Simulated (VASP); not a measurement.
# LiF (Fm-3m) in VASP: notebook, part 2 of 5

VASP 6.6.1. Earlier steps stand in the parts before.

### Step 3. Vibrations by perturbation theory, LDA (7.35 Å³/atom)

INCAR reads:

```
SYSTEM = LiF
ALGO     = Normal         ! electronic algorithm
EDIFF    = 1E-8           ! SCF threshold, eV
ENCUT    = 520            ! plane-wave cutoff, eV
GGA      = CA             ! functional
IBRION   = 8              ! ionic algorithm
ISIF     = 2              ! what is computed and relaxed
ISMEAR   = 0              ! smearing method
LASPH    = .TRUE.         ! aspherical terms in the spheres
LCHARG   = .FALSE.        ! write CHGCAR
LREAL    = .FALSE.        ! projectors in reciprocal space
LWAVE    = .FALSE.        ! write WAVECAR
NBANDS   = 12             ! bands
NELM     = 60             ! most SCF steps
NSW      = 1              ! ionic steps
PREC     = Accurate       ! precision mode
SIGMA    = 0.01           ! smearing width, eV
```

KPOINTS reads:

```
k-points
0
G
  10 10 10
  0 0 0
```

POSCAR reads:

```
LiF
1.0
    0.0000000000      1.9446410895      1.9446410895
    1.9446410895      0.0000000000      1.9446410895
    1.9446410895      1.9446410895      0.0000000000
Li F
1 1
Direct
    0.0000000000      0.0000000000      0.0000000000
    0.5000000000      0.5000000000      0.5000000000
```

Potentials or basis: VASP PAW LDA potentials, release 64 (Li_sv, F).

Started as:

```sh
$ cat potpaw_LDA.64/Li_sv/POTCAR potpaw_LDA.64/F/POTCAR > POTCAR
$ mpirun -np 1 vasp_std > vasp.out
```

OUTCAR:

```text
SYSTEM = LiF
   EDIFF = 1E-8
   ENCUT = 520
   GGA = CA
   IBRION = 8
   ISIF = 2
   ISMEAR = 0
   LASPH = .TRUE.
   LREAL = .FALSE.
   NELM = 60
   NSW = 1
   PREC = Accurate

 ion  position               nearest neighbor table
   1  0.000  0.000  0.000-   2 1.94   2 1.94   2 1.94   2 1.94   2 1.94   2 1.94
   2  0.500  0.500  0.500-   1 1.94   1 1.94   1 1.94   1 1.94   1 1.94   1 1.94

  LATTYP: Found a face centered cubic cell.
 ALAT       =     3.8892821790

  Lattice vectors:

 A1 = (   0.0000000000,   1.9446410895,   1.9446410895)
 A2 = (   1.9446410895,   0.0000000000,   1.9446410895)
 A3 = (   1.9446410895,   1.9446410895,   0.0000000000)

Analysis of symmetry for initial positions (statically):
=====================================================================
 Subroutine PRICEL returns:
 Original cell was already a primitive cell.

 Routine SETGRP: Setting up the symmetry group for a
 face centered cubic supercell.

 Subroutine GETGRP returns: Found 48 space group operations
 (whereof 48 operations were pure point group operations)
 out of a pool of 48 trial point group operations.

The static configuration has the point symmetry O_h .

Analysis of symmetry for dynamics (positions and initial velocities):
=====================================================================
 Subroutine PRICEL returns:
 Original cell was already a primitive cell.

 Routine SETGRP: Setting up the symmetry group for a
 face centered cubic supercell.

 Subroutine GETGRP returns: Found 48 space group operations
 (whereof 48 operations were pure point group operations)
[... 547 lines left out ...]
    total drift:                                0.000000      0.000000      0.000000

  FREE ENERGIE OF THE ION-ELECTRON SYSTEM (eV)
  ---------------------------------------------------
  free  energy   TOTEN  =       -10.4990091549 eV

  energy  without entropy=      -10.4990091549  energy(sigma->0) =      -10.49900915

[... ionic steps 2 to 3 ...]

--------------------------------------- Ionic step        4  -------------------------------------------

------------------------ aborting loop because EDIFF is reached ----------------------------------------

[... ionic steps 5 to 6 ...]

--------------------------------------- Ionic step        7  -------------------------------------------

 Free energy of the ion-electron system (eV)
  ---------------------------------------------------
  ---------------------------------------------------
  free energy    TOTEN  =        -0.50901888 eV

  energy without entropy =       -0.50901888

------------------------ aborting loop because EDIFF is reached ----------------------------------------

 INTERNAL STRAIN TENSOR  FOR ION    2  DIRECTION 1   (eV/Angst):
 -----------------------------------------------------------------------------
     0.00677 -0.00000  0.00000
    -0.00000  0.00549 -0.00000
     0.00000 -0.00000  0.00549

 INTERNAL STRAIN TENSOR FOR ION    2 for displacements in x,y,z  (eV/Angst):
          X           Y           Z          XY          YZ          ZX
  --------------------------------------------------------------------------------
  x     0.00000     0.00000     0.00000     0.00000     0.00000     0.00000
  y     0.00000     0.00000     0.00000     0.00000     0.00000     0.00000
  z     0.00000     0.00000     0.00000     0.00000     0.00000     0.00000

 SECOND DERIVATIVES (NOT SYMMETRIZED)
 ------------------------------------
               1X          1Y          1Z          2X          2Y          2Z
  1X    -2.383498    0.000000    0.000000    2.383498    0.000000    0.000000
  1Y     0.000000   -2.383498    0.000000    0.000000    2.383498    0.000000
  1Z     0.000000    0.000000   -2.383498    0.000000    0.000000    2.383498
  2X     2.367655    0.000000    0.000000   -2.367655    0.000000    0.000000
  2Y     0.000000    2.367655    0.000000    0.000000   -2.367655    0.000000
  2Z     0.000000    0.000000    2.367655    0.000000    0.000000   -2.367655

 Eigenvectors and eigenvalues of the dynamical matrix
 ----------------------------------------------------

   1 f  =   10.656381 THz    66.956019 2PiTHz  355.458619 cm-1    44.071232 meV
             X         Y         Z           dx          dy          dz
      0.000000  0.000000  0.000000     0.000000    0.855440    0.000000
      1.944641  1.944641  1.944641     0.000000   -0.517902    0.000000
[... 21 lines left out ...]
   6 f/i=    0.015742 THz     0.098913 2PiTHz    0.525112 cm-1     0.065106 meV
             X         Y         Z           dx          dy          dz
      0.000000  0.000000  0.000000    -0.048730    0.503343    0.111775
      1.944641  1.944641  1.944641    -0.080489    0.831392    0.184623

--------------------------------------------------------------------------------------------------------

 ELASTIC MODULI CONTR FROM IONIC RELAXATION (kBar)
 Direction    XX          YY          ZZ          XY          YZ          ZX
 --------------------------------------------------------------------------------
 XX           0.0000      0.0000      0.0000      0.0000      0.0000      0.0000
 YY           0.0000      0.0000      0.0000      0.0000      0.0000      0.0000
 ZZ           0.0000      0.0000      0.0000      0.0000      0.0000      0.0000
 XY           0.0000      0.0000      0.0000      0.0000      0.0000      0.0000
 YZ           0.0000      0.0000      0.0000      0.0000      0.0000      0.0000
 ZX           0.0000      0.0000      0.0000      0.0000      0.0000      0.0000
 --------------------------------------------------------------------------------
```

OSZICAR:

```text
N       E                     dE             d eps       ncg     rms          rms(c)
DAV:   1     0.290886098327E+02    0.29089E+02   -0.56606E+03  1184   0.866E+02
DAV:   2    -0.996860043101E+01   -0.39057E+02   -0.38216E+02  1364   0.185E+02
DAV:   3    -0.109827074723E+02   -0.10141E+01   -0.10109E+01  1488   0.258E+01
DAV:   4    -0.109922218701E+02   -0.95144E-02   -0.95140E-02  1264   0.262E+00
[... 57 lines left out ...]
RMM:   9    -0.509019213364E+00    0.11366E-05   -0.97726E-09  5264   0.494E-04    0.880E-06
RMM:  10    -0.509018907125E+00    0.30624E-06    0.18810E-08  5405   0.186E-04    0.159E-06
RMM:  11    -0.509018918220E+00   -0.11095E-07    0.17767E-08  5471   0.709E-05    0.138E-06
RMM:  12    -0.509018886554E+00    0.31666E-07   -0.76463E-10  5378   0.287E-05    0.244E-07
RMM:  13    -0.509018884839E+00    0.17149E-08   -0.46244E-09  4798   0.116E-05    0.228E-07
 Linear response finished
```

stdout:

```text
POSCAR found type information on POSCAR LiF
 POSCAR found :  2 types and       2 ions
 scaLAPACK will be used
 LDA part: xc-table for (Slater(with rela. corr.)+CA(PZ))
 , standard interpolation
 POSCAR, INCAR and KPOINTS ok, starting setup
 FFT: planning ... GRIDC
 FFT: planning ... GRID_SOFT
 FFT: planning ... GRID
 WAVECAR not read
 entering main loop
 Linear response reoptimize wavefunctions to high precision
 Linear response DOF=           2
 Linear response progress:
 first order change of Fermi-energy   0.23925E-04
 force on displaced ion       1 direction 1 :  -2.383   0.000   0.000
 Linear response progress:
 first order change of Fermi-energy  -0.14383E-03
 force on displaced ion       2 direction 1 :  -2.368   0.000   0.000
 Linear response finished
```

Run time: 37 s. Hardware: 1 thread of Intel Xeon 6975P-C (Granite Rapids), shared host; peak memory 0.15 GiB.

What came out:

* Highest phonon frequency at Γ, LO-TO splitting left out: 355 cm⁻¹

Phonon frequencies in cm⁻¹ (negative: imaginary):
| q point | frequencies |
| --- | --- |
| (0.000, 0.000, 0.000) | -1 -1 -1 355 355 355 |

Caveat: the cell stands under pressure or tension, which shifts response properties; the cutoff is under 1.25 times the usual one of these potentials, so pressure, stress and relaxed cells hold a basis-set (Pulay) error.

### Step 4. Vibrations by perturbation theory, LDA

This run uses another cell than the first one, of 7.47 Å³/atom.

INCAR reads:

```
PREC = Accurate
ENCUT = 520
EDIFF = 1E-8
ISMEAR = 0
SIGMA = 0.01
LREAL = F
LASPH = T
NELM = 100
ALGO = Normal
ISIF = 2
LWAVE = F
LCHARG = T
GGA = CA
IBRION = 8
NSW = 1
```

KPOINTS reads:

```
regular mesh
0
Gamma
  10 10 10
```

POSCAR reads:

```
LiF
1.0
    0.0000000000      1.9544626758      1.9544626758
    1.9544626758      0.0000000000      1.9544626758
    1.9544626758      1.9544626758      0.0000000000
Li F
1 1
Direct
    0.0000000000      0.0000000000      0.0000000000
    0.5000000000      0.5000000000      0.5000000000
```

Potentials or basis: VASP PAW LDA potentials, release 64 (Li_sv, F).

Started as:

```sh
$ cat potpaw_LDA.64/Li_sv/POTCAR potpaw_LDA.64/F/POTCAR > POTCAR
$ mpirun -np 1 vasp_std > vasp.out
```

OUTCAR:

```text
PREC = Accurate
   ENCUT = 520
   EDIFF = 1E-8
   ISMEAR = 0
   LREAL = F
   LASPH = T
   NELM = 100
   ISIF = 2
   GGA = CA
   IBRION = 8
   NSW = 1

 ion  position               nearest neighbor table
   1  0.000  0.000  0.000-   2 1.95   2 1.95   2 1.95   2 1.95   2 1.95   2 1.95
   2  0.500  0.500  0.500-   1 1.95   1 1.95   1 1.95   1 1.95   1 1.95   1 1.95

  LATTYP: Found a face centered cubic cell.
 ALAT       =     3.9089253516

  Lattice vectors:

 A1 = (   0.0000000000,   1.9544626758,   1.9544626758)
[... 544 lines left out ...]
  1X    -2.226612    0.000000    0.000000    2.226612    0.000000    0.000000
  1Y     0.000000   -2.226612    0.000000    0.000000    2.226612    0.000000
  1Z     0.000000    0.000000   -2.226612    0.000000    0.000000    2.226612
  2X     2.237943    0.000000    0.000000   -2.237943    0.000000    0.000000
  2Y     0.000000    2.237943    0.000000    0.000000   -2.237943    0.000000
  2Z     0.000000    0.000000    2.237943    0.000000    0.000000   -2.237943

 Eigenvectors and eigenvalues of the dynamical matrix
 ----------------------------------------------------

   1 f  =   10.316003 THz    64.817362 2PiTHz  344.104837 cm-1    42.663543 meV
             X         Y         Z           dx          dy          dz
      0.000000  0.000000  0.000000     0.000000   -0.854088    0.000000
      1.954463  1.954463  1.954463     0.000000    0.520128    0.000000
[... 21 lines left out ...]
   6 f/i=    0.011631 THz     0.073077 2PiTHz    0.387954 cm-1     0.048100 meV
             X         Y         Z           dx          dy          dz
      0.000000  0.000000  0.000000    -0.006711    0.066930   -0.515761
      1.954463  1.954463  1.954463    -0.011020    0.109904   -0.846916

--------------------------------------------------------------------------------------------------------

 ELASTIC MODULI CONTR FROM IONIC RELAXATION (kBar)
 Direction    XX          YY          ZZ          XY          YZ          ZX
 --------------------------------------------------------------------------------
 XX           0.0000      0.0000      0.0000      0.0000      0.0000      0.0000
 YY           0.0000      0.0000      0.0000      0.0000      0.0000      0.0000
 ZZ           0.0000      0.0000      0.0000      0.0000      0.0000      0.0000
 XY           0.0000      0.0000      0.0000      0.0000      0.0000      0.0000
 YZ           0.0000      0.0000      0.0000      0.0000      0.0000      0.0000
 ZX           0.0000      0.0000      0.0000      0.0000      0.0000      0.0000
 --------------------------------------------------------------------------------
```

OSZICAR:

```text
N       E                     dE             d eps       ncg     rms          rms(c)
DAV:   1     0.259157791773E+02    0.25916E+02   -0.57600E+03   886   0.112E+03
DAV:   2    -0.102351995470E+02   -0.36151E+02   -0.35638E+02   940   0.203E+02
DAV:   3    -0.109817137142E+02   -0.74651E+00   -0.74492E+00  1081   0.273E+01
DAV:   4    -0.109927426434E+02   -0.11029E-01   -0.11015E-01  1147   0.303E+00
[... 64 lines left out ...]
RMM:  11    -0.509495098920E+00   -0.30969E-06    0.67205E-08  3989   0.240E-04    0.276E-06
RMM:  12    -0.509495081198E+00    0.17722E-07    0.60074E-08  4005   0.106E-04    0.196E-06
RMM:  13    -0.509495029175E+00    0.52023E-07    0.81150E-08  3997   0.467E-05    0.226E-07
RMM:  14    -0.509495036952E+00   -0.77766E-08    0.24777E-09  3590   0.210E-05    0.269E-07
 Linear response finished
```

Wall time 29 s (1 thread of Intel Xeon 6975P-C (Granite Rapids), shared host); peak memory 0.15 GiB.

Results:

```yaml
Highest_phonon_frequency_at_Γ_LO-TO_splitting_left_out: 344 cm⁻¹
```

Phonon frequencies in cm⁻¹ (negative: imaginary):
```tsv
q point	frequencies
(0.000, 0.000, 0.000)	0 0 0 344 344 344
```

Caveat: the cutoff is under 1.25 times the usual one of these potentials, so pressure, stress and relaxed cells hold a basis-set (Pulay) error.

(Part 2 of 5 ends here.)
